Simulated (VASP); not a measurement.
# AlN (P6_3mc) in VASP: single point with PBE

Aim: the single point of AlN with PBE.

Everything below comes from runs of VASP 6.6.1. Logs are shortened: lines on timing, memory, paths and dates and some standing lists are left out, and cuts for length are marked.

### 1 The cell of the first run

It takes space group P6_3mc (No. 186, hexagonal). Conventional cell: a = 3.129 Å, b = 3.129 Å, c = 5.017 Å, α = 90.00°, β = 90.00°, γ = 120.00°. Al (site symmetry 3m) has 4 N at 1.90 to 1.91 Å within 2.5 Å. N (site symmetry 3m) has 4 Al at 1.90 to 1.91 Å within 2.5 Å.

### 2 Single point, PBE

INCAR reads:

```
SYSTEM = AlN
PREC = Accurate
ENCUT = 520
EDIFF = 1E-7
ISMEAR = 0
SIGMA = 0.01
LREAL = .False.
LASPH = .True.
NELM = 100
ALGO = Normal
ISIF = 2
LWAVE = .False.
LCHARG = .False.
GGA = PE
NBANDS = 16
```

KPOINTS reads:

```
regular mesh
0
Gamma
  8 8 5
  0 0 0
```

POSCAR reads:

```
AlN
1.0
    3.1285880000      0.0000000000      0.0000000000
   -1.5642940000      2.7094370000      0.0000000000
    0.0000000000      0.0000000000      5.0169550000
Al N
2 2
Direct
    0.6666670000      0.3333330000      0.4992870000
    0.3333330000      0.6666670000      0.9992870000
    0.6666670000      0.3333330000      0.8807130000
    0.3333330000      0.6666670000      0.3807130000
```

Potentials or basis: VASP PAW PBE potentials, release 64 (Al, N).

Launch:

```sh
$ cat potpaw_PBE.64/Al/POTCAR potpaw_PBE.64/N/POTCAR > POTCAR
$ mpirun -np 1 vasp_std > vasp.out
```

OUTCAR:

```text
SYSTEM = AlN
   PREC = Accurate
   ENCUT = 520
   EDIFF = 1E-7
   ISMEAR = 0
   LREAL = .False.
   LASPH = .True.
   NELM = 100
   ISIF = 2
   GGA = PE

 ion  position               nearest neighbor table
   1  0.667  0.333  0.499-   4 1.90   4 1.90   4 1.90   3 1.91   2 3.09   2 3.09   2 3.09   2 3.09
                             2 3.09   2 3.09
   2  0.333  0.667  0.999-   3 1.90   3 1.90   3 1.90   4 1.91   1 3.09   1 3.09   1 3.09   1 3.09
                             1 3.09   1 3.09
   3  0.667  0.333  0.881-   2 1.90   2 1.90   2 1.90   1 1.91
   4  0.333  0.667  0.381-   1 1.90   1 1.90   1 1.90   2 1.91

  LATTYP: Found a hexagonal cell.
 ALAT       =     3.1285880000
 C/A-ratio  =     1.6035844285

  Lattice vectors:

 A1 = (   3.1285880000,   0.0000000000,   0.0000000000)
 A2 = (  -1.5642940000,   2.7094370000,   0.0000000000)
 A3 = (   0.0000000000,   0.0000000000,   5.0169550000)

Analysis of symmetry for initial positions (statically):
=====================================================================
 Subroutine PRICEL returns:
 Original cell was already a primitive cell.

 Routine SETGRP: Setting up the symmetry group for a
 hexagonal supercell.

 Subroutine GETGRP returns: Found 12 space group operations
 (whereof  6 operations were pure point group operations)
 out of a pool of 24 trial point group operations.

The static configuration has the point symmetry C_3v.
 The point group associated with its full space group is C_6v.

Analysis of symmetry for dynamics (positions and initial velocities):
=====================================================================
 Subroutine PRICEL returns:
 Original cell was already a primitive cell.

 Routine SETGRP: Setting up the symmetry group for a
 hexagonal supercell.

 Subroutine GETGRP returns: Found 12 space group operations
 (whereof  6 operations were pure point group operations)
 out of a pool of 24 trial point group operations.

The dynamic configuration has the point symmetry C_3v.
 The point group associated with its full space group is C_6v.

 Subroutine INISYM returns: Found 12 space group operations
 (whereof  6 operations are pure point group operations),
 and found     1 'primitive' translations

----------------------------------------------------------------------------------------

                                     Primitive cell

  volume of cell :      42.5273

  direct lattice vectors                    reciprocal lattice vectors
     3.128588000  0.000000000  0.000000000     0.319633010  0.184540183  0.000000000
    -1.564294000  2.709437000  0.000000000     0.000000000  0.369080366  0.000000000
     0.000000000  0.000000000  5.016955000     0.000000000  0.000000000  0.199324092

  length of vectors
     3.128588000  3.128588272  5.016955000     0.369080398  0.369080366  0.199324092

  position of ions in fractional coordinates (direct lattice)
     0.666667000  0.333333000  0.499287000
     0.333333000  0.666667000  0.999287000
     0.666667000  0.333333000  0.880713000
     0.333333000  0.666667000  0.380713000

  ion indices of the primitive-cell ions
   primitive index   ion index
                 1           1
                 2           2
                 3           3
                 4           4

----------------------------------------------------------------------------------------

 KPOINTS: regular mesh

Automatic generation of k-mesh.
 Grid dimensions read from file:
 generate k-points for:    8    8    5

 Generating k-lattice:

  Cartesian coordinates                     Fractional coordinates (reciprocal lattice)
     0.039954126  0.023067523  0.000000000     0.125000000  0.000000000  0.000000000
     0.000000000  0.046135046  0.000000000     0.000000000  0.125000000  0.000000000
     0.000000000  0.000000000  0.039864818     0.000000000  0.000000000  0.200000000

  Length of vectors
     0.046135050  0.046135046  0.039864818

  Shift w.r.t. Gamma in fractional coordinates (k-lattice)
     0.000000000  0.000000000  0.000000000

 Subroutine IBZKPT returns following result:
 ===========================================

 Found     30 irreducible k-points:

 Following reciprocal coordinates:
            Coordinates               Weight
  0.000000  0.000000  0.000000      1.000000
  0.125000 -0.000000  0.000000      6.000000
  0.250000 -0.000000  0.000000      6.000000
  0.375000  0.000000  0.000000      6.000000
  0.500000 -0.000000  0.000000      3.000000
  0.125000  0.125000  0.000000      6.000000
[... 16 lines left out ...]
  0.250000 -0.000000  0.400000     12.000000
  0.375000  0.000000  0.400000     12.000000
 [... further k-points ...]
   k-points           NKPTS =     30   k-points in BZ     NKDIM =     30   number of bands    NBANDS=     16
   number of dos      NEDOS =    301   number of ions     NIONS =      4
   total plane-waves  NPLWV =  23040
   dimension x,y,z NGX =    24 NGY =   24 NGZ =   40
   dimension x,y,z NGXF=    48 NGYF=   48 NGZF=   80
   ions per type =               2   2
   NGX,Y,Z   is equivalent  to a cutoff of  12.75, 12.75, 13.25 a.u.
   NGXF,Y,Z  is equivalent  to a cutoff of  25.51, 25.51, 26.51 a.u.
 SYSTEM =  AlN
   PREC   = accura    normal or accurate (medium, high low for compatibility)
   ISTART =      0    job   : 0-new  1-cont  2-samecut
   ICHARG =      2    charge: 1-file 2-atom 10-const
   ISPIN  =      1    spin polarized calculation?
   LNONCOLLINEAR =      F non collinear calculations
   LSORBIT =      F    spin-orbit coupling
   LASPH  =      T    aspherical Exc in radial PAW
   ENCUT  =  520.0 eV  38.22 Ry    6.18 a.u.   5.82  5.82  9.33*2*pi/ulx,y,z
   NELM   =    100;   NELMIN=  2; NELMDL= -5     # of ELM steps
   EDIFF  = 0.1E-06   stopping-criterion for ELM
   LREAL  =      F    real-space projection
   EDIFFG = 0.1E-05   stopping-criterion for IOM
   NSW    =      0    number of steps for IOM
   IBRION =     -1    ionic relax: 0-MD 1-quasi-New 2-CG
   NFREE  =      0    steps in history (QN), initial steepest desc. (CG)
   ISIF   =      2    stress and relaxation
   ISYM   =      2    0-nonsym 1-usesym 2-fastsym
   POTIM  = 0.5000    time-step for ionic-motion
   TEBEG  =    0.0;   TEEND  =   0.0 temperature during run
   PSTRESS=    0.0 pullay stress
   NELECT =      16.0000    total number of electrons
   NUPDOWN=      -1.0000    fix difference up-down
   EMIN   =  10.00;   EMAX   =-10.00  energy-range for DOS
   EFERMI =   0.00;   METHOD = LEGACY
   ISMEAR =     0;   SIGMA  =   0.01  broadening in eV -4-tet -1-fermi 0-gaus
   EFERMI_NEDOS =   21; number of points for ismear=-14 and -15
   IALGO  =     38    algorithm
   IMIX   =      4    mixing-type and parameters
     AMIX     =   0.40;   BMIX     =  1.00
     AMIX_MAG =   1.60;   BMIX_MAG =  1.00
  volume/ion in A,a.u.               =      10.63        71.75
  Fermi-wavevector in a.u.,A,eV,Ry     =   1.181841  2.233355 19.003903  1.396747
  Thomas-Fermi vector in A             =   2.318106
   LORBIT       =      0    0 simple, 1 ext, 2 COOP (PROOUT), +10 PAW based schemes
   GGA     = PE    functional components
   LHFCALC =     F    Hartree Fock is set to
   AEXX    =    0.0000 exact exchange contribution
   IVDW    =     0    specifies the selected vdW correction
   LEPSILON=     F    determine dielectric tensor
   LRPA    =     F    only Hartree local field effects (RPA)
 non-spin polarized calculation
 Gauss-broadening in eV      SIGMA  =   0.01
  energy-cutoff  :      520.00
  volume of cell :       42.53
 maximum number of plane-waves:      1160
 NGX is ok and might be reduce to    24
   NGX = 11   NGY = 11   NGZ = 19

 number of electron      15.9999998 magnetization

 Free energy of the ion-electron system (eV)
  ---------------------------------------------------
  ext. energy  EPLUGINS =         0.00000000
  ---------------------------------------------------
  free energy    TOTEN  =       -29.78045203 eV

  energy without entropy =      -29.78045203  energy(sigma->0) =      -29.78045203

 E-fermi :   6.0228     XC(G=0): -10.8324

 val. band max:        5.9735525986   @ k =   0.0000   0.0000   0.0000
 cond. band min:      10.0299661519   @ k =   0.0000   0.0000   0.0000
 fundamental gap:      4.0564135533
 Fermi energy:         6.0228226116

 k-point     1 :       0.0000    0.0000    0.0000
  band No.  band energies     occupation
      1      -9.0986      2.00000
      2      -7.0132      2.00000
      3       0.0637      2.00000
      4       5.1324      2.00000
      5       5.1325      2.00000
      6       5.7745      2.00000
[... 8 lines left out ...]
     15      18.9558      0.00000
     16      18.9558      0.00000

 k-point     2 :       0.1250   -0.0000    0.0000
  band No.  band energies     occupation
      1      -8.9051      2.00000
      2      -6.9055      2.00000
      3       0.2964      2.00000
      4       4.2711      2.00000
      5       4.8939      2.00000
      6       4.9493      2.00000
[... 8 lines left out ...]
     15      18.6868      0.00000
     16      18.9297      0.00000

 k-point     3 :       0.2500   -0.0000    0.0000
  band No.  band energies     occupation
      1      -8.3658      2.00000
      2      -6.6516      2.00000
      3       0.9645      2.00000
      4       2.5681      2.00000
      5       3.5328      2.00000
      6       4.4359      2.00000
[... 8 lines left out ...]
     15      17.8964      0.00000
     16      19.1339      0.00000

 k-point     4 :       0.3750    0.0000    0.0000
  band No.  band energies     occupation
      1      -7.6392      2.00000
      2      -6.4677      2.00000
      3       1.1397      2.00000
      4       1.9417      2.00000
      5       2.3484      2.00000
      6       4.0617      2.00000
[... 8 lines left out ...]
     15      18.1041      0.00000
     16      20.6548      0.00000

 k-point     5 :       0.5000   -0.0000    0.0000
  band No.  band energies     occupation
      1      -7.1812      2.00000
      2      -6.5055      2.00000
      3       0.5966      2.00000
      4       1.8513      2.00000
      5       2.6783      2.00000
      6       3.9224      2.00000
[... 8 lines left out ...]
     15      18.6655      0.00000
     16      20.8868      0.00000

 k-point     6 :       0.1250    0.1250    0.0000
  band No.  band energies     occupation
      1      -8.5377      2.00000
      2      -6.7234      2.00000
      3       0.7477      2.00000
      4       3.3475      2.00000
      5       3.5159      2.00000
      6       4.7397      2.00000
[... 8 lines left out ...]
     15      18.4112      0.00000
     16      19.0818      0.00000
[... 267 lines left out ...]
 k-point    21 :       0.0000    0.0000    0.4000
  band No.  band energies     occupation
      1      -8.5256      2.00000
      2      -7.9098      2.00000
      3       1.8667      2.00000
      4       3.5223      2.00000
      5       5.3458      2.00000
      6       5.3459      2.00000
[... 8 lines left out ...]
     15      17.6397      0.00000
     16      17.6398      0.00000

 k-point    22 :       0.1250   -0.0000    0.4000
  band No.  band energies     occupation
      1      -8.3484      2.00000
      2      -7.7551      2.00000
      3       1.9063      2.00000
      4       3.3009      2.00000
      5       4.7259      2.00000
      6       5.1475      2.00000
[... 8 lines left out ...]
     15      17.8761      0.00000
     16      18.0501      0.00000

 k-point    23 :       0.2500   -0.0000    0.4000
  band No.  band energies     occupation
      1      -7.8661      2.00000
      2      -7.3494      2.00000
      3       1.6713      2.00000
      4       2.3413      2.00000
      5       3.9047      2.00000
      6       4.7858      2.00000
[... 8 lines left out ...]
     15      18.3793      0.00000
     16      18.9189      0.00000

 k-point    24 :       0.3750    0.0000    0.4000
  band No.  band energies     occupation
      1      -7.2592      2.00000
      2      -6.8968      2.00000
      3       0.8007      2.00000
      4       1.1885      2.00000
      5       3.9723      2.00000
      6       4.4581      2.00000
[... 8 lines left out ...]
     15      18.4623      0.00000
     16      19.6205      0.00000

 [... further k-points ...]
[... 5 lines left out ...]
  --------------------------------------------------------------------------------------
  -------------------------------------------------------------------------------------
  Total       -0.0031885     -0.0031885     -0.0053401      0.0000000      0.0000000     -0.0000000
  in kB       -0.1201228     -0.1201228     -0.2011829      0.0000000      0.0000000     -0.0000000
  external PRESSURE =      -0.1471428 kB  Pullay stress =       0.0000000 kB

 VOLUME and BASIS-vectors are now :
 -----------------------------------------------------------------------------
  energy-cutoff  :      520.00
  volume of cell :       42.53
      direct lattice vectors                 reciprocal lattice vectors
     3.128588000  0.000000000  0.000000000     0.319633010  0.184540183  0.000000000
    -1.564294000  2.709437000  0.000000000     0.000000000  0.369080366  0.000000000
     0.000000000  0.000000000  5.016955000     0.000000000  0.000000000  0.199324092

 POSITION                                       TOTAL-FORCE (eV/Angst)
 -----------------------------------------------------------------------------------
      1.56430      0.90314      2.50490        -0.000000      0.000000     -0.003313
     -0.00000      1.80629      5.01338         0.000000     -0.000000     -0.003313
      1.56430      0.90314      4.41850         0.000000     -0.000000      0.003313
     -0.00000      1.80629      1.91002        -0.000000      0.000000      0.003313
 -----------------------------------------------------------------------------------
    total drift:                               -0.000863      0.000498      0.000558

  FREE ENERGIE OF THE ION-ELECTRON SYSTEM (eV)
  ---------------------------------------------------
  free  energy   TOTEN  =       -29.7804520306 eV

  energy  without entropy=      -29.7804520306  energy(sigma->0) =      -29.78045203
```

It took 11 s on 1 thread of Intel Xeon Platinum 8488C (Sapphire Rapids), shared host; peak memory 0.13 GiB.

What came out:

| Item | Value |
| --- | --- |
| Free energy | -29.7805 eV |
| Pressure | 0.0 GPa |
| Largest force | 0.003 eV/Å |
| Band gap on the k mesh | 4.06 eV, direct |

Forces on the atoms (eV/Å):
```
Al   0.000  0.000 -0.003
Al   0.000  0.000 -0.003
N    0.000  0.000  0.003
N    0.000  0.000  0.003
```

Levels at points of the mesh, in eV from the valence-band top:
| k point | band 6 | band 7 | band 8 | band 9 | band 10 | band 11 |
| --- | --- | --- | --- | --- | --- | --- |
| (0.00, 0.00, 0.00) | -0.20 | -0.20 | 0.00 | 4.06 | 6.52 | 10.47 |
| (0.50, 0.00, 0.00) | -2.05 | -1.74 | -0.68 | 5.76 | 5.77 | 8.04 |
